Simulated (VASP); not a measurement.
# Al3Au (P4/mmm) in VASP: notebook

The runs below take Al3Au through single point, with r2SCAN.

Everything below comes from runs of VASP 6.6.1. Logs are shortened: lines on timing, memory, paths and dates and some standing lists are left out, and cuts for length are marked.

## Step 1: The cell of the first run

It takes space group P4/mmm (No. 123, tetragonal). Conventional cell: a = 2.789 Å, b = 2.789 Å, c = 7.633 Å, α = 90.00°, β = 90.00°, γ = 90.00°. Al (site symmetry 4/mmm) has 16 Al at 2.79 to 3.94 Å and 2 Au at 3.82 Å within 4.0 Å. Al (site symmetry 4mm) has 4 Au at 2.60 Å and 9 Al at 2.79 to 3.40 Å within 3.4 Å. Au (site symmetry 4/mmm) has 8 Al at 2.60 Å and 4 Au at 2.79 Å within 3.4 Å.

## Step 2: Single point, r2SCAN

File POSCAR:

```
Al3Au
1.0
    2.7886886737      0.0000000000      0.0000000000
    0.0000000000      2.7886886737      0.0000000000
    0.0000000000      0.0000000000      7.6326659266
Al Au
3 1
Direct
    0.0000000000      0.0000000000      0.5000000000
    0.5000000000      0.5000000000      0.2226430008
    0.5000000000      0.5000000000      0.7773569992
    0.0000000000      0.0000000000      0.0000000000
```

File INCAR.step1:

```
PREC = Accurate
ENCUT = 520
ISMEAR = 0
SIGMA = 0.1
LREAL = False
LASPH = True
NELM = 60
NBANDS = 18
GGA = PE
ALGO = Normal
EDIFF = 1E-4
LWAVE = True
LCHARG = False
```

File INCAR.step2:

```
PREC = Accurate
ENCUT = 520
EDIFF = 1E-6
ISMEAR = 0
SIGMA = 0.1
LREAL = False
LASPH = True
NELM = 60
ALGO = Normal
ISIF = 2
LWAVE = False
LCHARG = True
METAGGA = R2SCAN
LMIXTAU = True
LELF = True
LVHAR = True
NBANDS = 18
ISTART = 1
```

File KPOINTS:

```
Automatic mesh
0
Gamma
  6 6 4
```

Potentials or basis: VASP PAW PBE potentials, release 64 (Al, Au).

Started as:

```sh
> cat potpaw_PBE.64/Al/POTCAR potpaw_PBE.64/Au/POTCAR > POTCAR
> cp INCAR.step1 INCAR
> mpirun -np 1 vasp_std > vasp.out
> cp INCAR.step2 INCAR
> mpirun -np 1 vasp_std > vasp.out
```

OUTCAR:

```text
PREC = Accurate
   ENCUT = 520
   EDIFF = 1E-6
   ISMEAR = 0
   LREAL = False
   LASPH = True
   NELM = 60
   ISIF = 2
   METAGGA = R2SCAN
   ISTART = 1

 ion  position               nearest neighbor table
   1  0.000  0.000  0.500-   2 2.89   3 2.89   2 2.89   3 2.89   2 2.89   3 2.89   2 2.89   3 2.89

   2  0.500  0.500  0.223-   4 2.60   4 2.60   4 2.60   4 2.60   1 2.89   1 2.89   1 2.89   1 2.89

   3  0.500  0.500  0.777-   4 2.60   4 2.60   4 2.60   4 2.60   1 2.89   1 2.89   1 2.89   1 2.89

   4  0.000  0.000  0.000-   2 2.60   3 2.60   2 2.60   3 2.60   2 2.60   3 2.60   2 2.60   3 2.60

  LATTYP: Found a simple tetragonal cell.
 ALAT       =     2.7886886737
 C/A-ratio  =     2.7370089744

  Lattice vectors:

 A1 = (   2.7886886737,   0.0000000000,   0.0000000000)
 A2 = (   0.0000000000,   2.7886886737,   0.0000000000)
 A3 = (   0.0000000000,   0.0000000000,   7.6326659266)

Analysis of symmetry for initial positions (statically):
=====================================================================
 Subroutine PRICEL returns:
 Original cell was already a primitive cell.

 Routine SETGRP: Setting up the symmetry group for a
 simple tetragonal supercell.

 Subroutine GETGRP returns: Found 16 space group operations
 (whereof 16 operations were pure point group operations)
 out of a pool of 16 trial point group operations.

The static configuration has the point symmetry D_4h.

Analysis of symmetry for dynamics (positions and initial velocities):
=====================================================================
 Subroutine PRICEL returns:
 Original cell was already a primitive cell.

 Routine SETGRP: Setting up the symmetry group for a
 simple tetragonal supercell.

 Subroutine GETGRP returns: Found 16 space group operations
 (whereof 16 operations were pure point group operations)
 out of a pool of 16 trial point group operations.

The dynamic configuration has the point symmetry D_4h.

 Subroutine INISYM returns: Found 16 space group operations
 (whereof 16 operations are pure point group operations),
 and found     1 'primitive' translations

----------------------------------------------------------------------------------------

                                     Primitive cell

  volume of cell :      59.3576

  direct lattice vectors                    reciprocal lattice vectors
     2.788688674  0.000000000  0.000000000     0.358591480  0.000000000  0.000000000
     0.000000000  2.788688674  0.000000000     0.000000000  0.358591480  0.000000000
     0.000000000  0.000000000  7.632665927     0.000000000  0.000000000  0.131015822

  length of vectors
     2.788688674  2.788688674  7.632665927     0.358591480  0.358591480  0.131015822

  position of ions in fractional coordinates (direct lattice)
     0.000000000  0.000000000  0.500000000
     0.500000000  0.500000000  0.222643001
     0.500000000  0.500000000  0.777356999
     0.000000000  0.000000000  0.000000000

  ion indices of the primitive-cell ions
   primitive index   ion index
                 1           1
                 2           2
                 3           3
                 4           4

----------------------------------------------------------------------------------------

 KPOINTS: Automatic mesh

Automatic generation of k-mesh.
 Grid dimensions read from file:
 generate k-points for:    6    6    4

 Generating k-lattice:

  Cartesian coordinates                     Fractional coordinates (reciprocal lattice)
     0.059765247  0.000000000  0.000000000     0.166666667  0.000000000  0.000000000
     0.000000000  0.059765247  0.000000000     0.000000000  0.166666667  0.000000000
     0.000000000  0.000000000  0.032753955     0.000000000  0.000000000  0.250000000

  Length of vectors
     0.059765247  0.059765247  0.032753955

  Shift w.r.t. Gamma in fractional coordinates (k-lattice)
     0.000000000  0.000000000  0.000000000

 Subroutine IBZKPT returns following result:
 ===========================================

 Found     30 irreducible k-points:

 Following reciprocal coordinates:
            Coordinates               Weight
  0.000000  0.000000  0.000000      1.000000
  0.166667  0.000000  0.000000      4.000000
  0.333333  0.000000  0.000000      4.000000
  0.500000  0.000000  0.000000      2.000000
  0.166667  0.166667  0.000000      4.000000
  0.333333  0.166667  0.000000      8.000000
[... 16 lines left out ...]
  0.333333  0.000000  0.500000      4.000000
  0.500000  0.000000  0.500000      2.000000
 [... further k-points ...]
   k-points           NKPTS =     30   k-points in BZ     NKDIM =     30   number of bands    NBANDS=     18
   number of dos      NEDOS =    301   number of ions     NIONS =      4
   total plane-waves  NPLWV =  34560
   dimension x,y,z NGX =    24 NGY =   24 NGZ =   60
   dimension x,y,z NGXF=    48 NGYF=   48 NGZF=  120
   ions per type =               3   1
   NGX,Y,Z   is equivalent  to a cutoff of  14.31, 14.31, 13.07 a.u.
   NGXF,Y,Z  is equivalent  to a cutoff of  28.61, 28.61, 26.14 a.u.
 SYSTEM =  unknown system
   PREC   = accura    normal or accurate (medium, high low for compatibility)
   ISTART =      1    job   : 0-new  1-cont  2-samecut
   ICHARG =      0    charge: 1-file 2-atom 10-const
   ISPIN  =      1    spin polarized calculation?
   LNONCOLLINEAR =      F non collinear calculations
   LSORBIT =      F    spin-orbit coupling
   LASPH  =      T    aspherical Exc in radial PAW
   ENCUT  =  520.0 eV  38.22 Ry    6.18 a.u.   5.19  5.19 14.19*2*pi/ulx,y,z
   NELM   =     60;   NELMIN=  2; NELMDL=  0     # of ELM steps
   EDIFF  = 0.1E-05   stopping-criterion for ELM
   LREAL  =      F    real-space projection
   EDIFFG = 0.1E-04   stopping-criterion for IOM
   NSW    =      0    number of steps for IOM
   IBRION =     -1    ionic relax: 0-MD 1-quasi-New 2-CG
   NFREE  =      0    steps in history (QN), initial steepest desc. (CG)
   ISIF   =      2    stress and relaxation
   ISYM   =      2    0-nonsym 1-usesym 2-fastsym
   POTIM  = 0.5000    time-step for ionic-motion
   TEBEG  =    0.0;   TEEND  =   0.0 temperature during run
   PSTRESS=    0.0 pullay stress
   NELECT =      20.0000    total number of electrons
   NUPDOWN=      -1.0000    fix difference up-down
   EMIN   =  10.00;   EMAX   =-10.00  energy-range for DOS
   EFERMI =   0.00;   METHOD = LEGACY
   ISMEAR =     0;   SIGMA  =   0.10  broadening in eV -4-tet -1-fermi 0-gaus
   EFERMI_NEDOS =   21; number of points for ismear=-14 and -15
   IALGO  =     38    algorithm
   IMIX   =      4    mixing-type and parameters
     AMIX     =   0.40;   BMIX     =  1.00
     AMIX_MAG =   1.60;   BMIX_MAG =  1.00
  volume/ion in A,a.u.               =      14.84       100.14
  Fermi-wavevector in a.u.,A,eV,Ry     =   1.139181  2.152740 17.656733  1.297733
  Thomas-Fermi vector in A             =   2.275885
   LORBIT       =      0    0 simple, 1 ext, 2 COOP (PROOUT), +10 PAW based schemes
   METAGGA = R2SCAN    functional components
   LHFCALC =     F    Hartree Fock is set to
   AEXX    =    0.0000 exact exchange contribution
   IVDW    =     0    specifies the selected vdW correction
   LEPSILON=     F    determine dielectric tensor
   LRPA    =     F    only Hartree local field effects (RPA)
 non-spin polarized calculation
 Gauss-broadening in eV      SIGMA  =   0.10
  energy-cutoff  :      520.00
  volume of cell :       59.36
 maximum number of plane-waves:      1628
 NGX is ok and might be reduce to    24
   NGX = 11   NGY = 11   NGZ = 29

 number of electron      20.0000000 magnetization

 Free energy of the ion-electron system (eV)
  ---------------------------------------------------
  ext. energy  EPLUGINS =         0.00000000
  ---------------------------------------------------
  free energy    TOTEN  =       -70.85256517 eV

  energy without entropy =      -70.84960239  energy(sigma->0) =      -70.85108378

 E-fermi :  10.3119     XC(G=0): -12.1817

 val. band max:       10.1314795825   @ k =   0.5000   0.5000   0.0000
 cond. band min:      10.3657071717   @ k =   0.3333   0.1667   0.0000
 fundamental gap:      0.2342275892
 Fermi energy:        10.3119121176

 k-point     1 :       0.0000    0.0000    0.0000
  band No.  band energies     occupation
      1      -2.9943      2.00000
      2      -0.0784      2.00000
      3       0.4524      2.00000
      4       1.3572      2.00000
      5       2.6973      2.00000
      6       4.2064      2.00000
[... 10 lines left out ...]
     17      19.8306      0.00000
     18      19.9526      0.00000

 k-point     2 :       0.1667    0.0000    0.0000
  band No.  band energies     occupation
      1      -2.3480      2.00000
      2       0.4866      2.00000
      3       0.6895      2.00000
      4       1.7459      2.00000
      5       2.9652      2.00000
      6       3.7612      2.00000
[... 10 lines left out ...]
     17      20.3311      0.00000
     18      20.3431      0.00000

 k-point     3 :       0.3333    0.0000    0.0000
  band No.  band energies     occupation
      1      -0.6656      2.00000
      2       0.8517      2.00000
      3       1.5806      2.00000
      4       3.0844      2.00000
      5       3.5801      2.00000
      6       3.9961      2.00000
[... 10 lines left out ...]
     17      21.1073      0.00000
     18      21.4330      0.00000

 k-point     4 :       0.5000    0.0000    0.0000
  band No.  band energies     occupation
      1       0.7039      2.00000
      2       0.7380      2.00000
      3       2.5190      2.00000
      4       2.8465      2.00000
      5       3.6933      2.00000
      6       4.5291      2.00000
[... 375 lines left out ...]
      4       1.9196      2.00000
      5       2.8379      2.00000
      6       4.2845      2.00000
[... 10 lines left out ...]
     17      18.3941      0.00000
     18      19.5661      0.00000

 k-point    23 :       0.3333    0.0000    0.5000
  band No.  band energies     occupation
      1      -0.4653      2.00000
      2       0.4149      2.00000
      3       2.0429      2.00000
      4       2.3333      2.00000
      5       3.1860      2.00000
      6       4.0459      2.00000
[... 10 lines left out ...]
     17      20.0111      0.00000
     18      20.9878      0.00000

 k-point    24 :       0.5000    0.0000    0.5000
  band No.  band energies     occupation
      1       0.6823      2.00000
      2       0.7520      2.00000
      3       2.6974      2.00000
      4       3.2628      2.00000
      5       3.6933      2.00000
      6       3.7570      2.00000
[... 10 lines left out ...]
     17      21.2029      0.00000
     18      21.6021      0.00000

 [... further k-points ...]

------------------------ aborting loop because EDIFF is reached ----------------------------------------

  FORCE on cell =-STRESS in cart. coord.  units (eV):
  Direction    XX          YY          ZZ          XY          YZ          ZX
  --------------------------------------------------------------------------------------
  -------------------------------------------------------------------------------------
  Total        7.4175930      7.4175930      4.6669424      0.0000000     -0.0000000     -0.0000000
  in kB      200.2153003    200.2153003    125.9698752      0.0000000     -0.0000000     -0.0000000
  external PRESSURE =     175.4668253 kB  Pullay stress =       0.0000000 kB

 VOLUME and BASIS-vectors are now :
 -----------------------------------------------------------------------------
  energy-cutoff  :      520.00
  volume of cell :       59.36
      direct lattice vectors                 reciprocal lattice vectors
     2.788688674  0.000000000  0.000000000     0.358591480  0.000000000  0.000000000
     0.000000000  2.788688674  0.000000000     0.000000000  0.358591480  0.000000000
     0.000000000  0.000000000  7.632665927     0.000000000  0.000000000  0.131015822

 POSITION                                       TOTAL-FORCE (eV/Angst)
 -----------------------------------------------------------------------------------
      0.00000      0.00000      3.81633         0.000000      0.000000      0.000000
      1.39434      1.39434      1.69936        -0.000000      0.000000      1.930779
      1.39434      1.39434      5.93331         0.000000     -0.000000     -1.930779
      0.00000      0.00000      0.00000         0.000000      0.000000      0.000000
 -----------------------------------------------------------------------------------
    total drift:                               -0.000000      0.000000     -0.000000

  FREE ENERGIE OF THE ION-ELECTRON SYSTEM (eV)
  ---------------------------------------------------
  free  energy   TOTEN  =       -70.8525651655 eV

  energy  without entropy=      -70.8496023859  energy(sigma->0) =      -70.85108378
```

It took 2.1 min on 1 thread of Intel Xeon 8259CL, shared host; peak memory 0.2 GiB.

What came out:

```
Free energy            : -70.8526 eV
Pressure               : 17.5 GPa
Largest force          : 1.931 eV/Å
Band gap on the k mesh : zero (bands 10 and 11 overlap by 5.62 eV)
```

Forces in eV/Å, atoms in the order of the input:
```
Al   0.000  0.000  0.000
Al   0.000  0.000  1.931
Al   0.000  0.000 -1.931
Au   0.000  0.000  0.000
```

Caveat: the k points lie up to 0.38 Å⁻¹ apart, too coarse for converged energies and pressures of a metal; the PAW data sets were made with another functional, which shifts forces and pressure a little; spin-orbit coupling is left out, which moves the levels of the heavy elements.

[end of part 1 of 2]
